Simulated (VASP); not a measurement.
Input of a VASP 6.6.1 run:

Contents of INCAR:

```
ALGO = Normal
EDIFF = 1E-7
ENCUT = 520
GGA = PE
ISIF = 2
ISMEAR = 0
ISPIN = 2
LASPH = True
LCHARG = True
LELF = True
LMAXMIX = 4
LORBIT = 11
LREAL = False
LVHAR = True
LWAVE = False
MAGMOM = 1.15 1.15
NBANDS = 24
NELM = 150
PREC = Accurate
SIGMA = 0.15
```

KPOINTS

```
k-points
0
Gamma
  22 22 22
```

POSCAR

```
Mn
1.0
   -2.2001468975      2.2001468975      1.2332440300
    2.2001468975     -2.2001468975      1.2332440300
    2.2001468975      2.2001468975     -1.2332440300
Mn
2
Direct
    0.7500000000      0.2500000000      0.5000000000
    0.0000000000      0.0000000000      0.0000000000
```

Potentials or basis: VASP PAW PBE potentials, release 64 (Mn_pv).

The run is started by

```console
$ cat potpaw_PBE.64/Mn_pv/POTCAR > POTCAR
$ mpirun -np 1 vasp_std > vasp.out
```

Q: Estimate the site moments.

A: Mn +1.17 μB.

Q: What does it give for the net moment?

A: 2.36 μB per cell.

Q: What does it give for the pressure?

A: 0.1 GPa.

Stress tensor (GPa, compression positive):
```
-1.27  0.00  0.00
 0.00 -1.27  0.00
 0.00  0.00  2.85
```
